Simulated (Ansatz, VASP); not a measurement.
**InGa3As4: VASP beside Ansatz**

```
In Ga As
1.0
     4.13409    0.00000    0.00000
     0.00000    4.13409    0.00000
     0.00000    0.00000   11.76055
In Ga As
1 3 4
Direct
  0.00000 0.00000 0.00000
  0.50000 0.50000 0.25905
  0.00000 0.00000 0.50000
  0.50000 0.50000 0.74095
  0.50000 0.00000 0.37959
  0.00000 0.50000 0.62041
  0.50000 0.00000 0.86029
  0.00000 0.50000 0.13971
```

Alike in both runs: functional PBE; k mesh 10 × 10 × 4; occupations gaussian, width 0.1 eV; no spin polarisation.

Ansatz relaxed the structure, and its values are those at the end. VASP's run is a single point on that final structure, the one shown.

|  | VASP | Ansatz |
| --- | --- | --- |
| version | VASP 6.6.1 | Ansatz 0.2.0 |
| potentials or method | VASP PAW PBE potentials, release 64 (In_d, Ga_d, As), cutoff 520 eV | scalar-relativistic, plane waves, PAW |
| valence electrons in the cell | 72 | 112 |

Ansatz gave:

* gap on the k mesh at the Fermi level (eV): none
* pressure (GPa): 0.0

Question: Which values does VASP return?

Answer: gap on the k mesh at the Fermi level (eV): none; pressure (GPa): 0.1.

A gap of «none» marks a metal or a gap that the smearing closes. The functional is the same, so the differences come from potentials, cutoffs and numerics. VASP's potentials hold 72 valence electrons a cell and Ansatz's 112, so a difference there can come from the potentials and not from the codes.
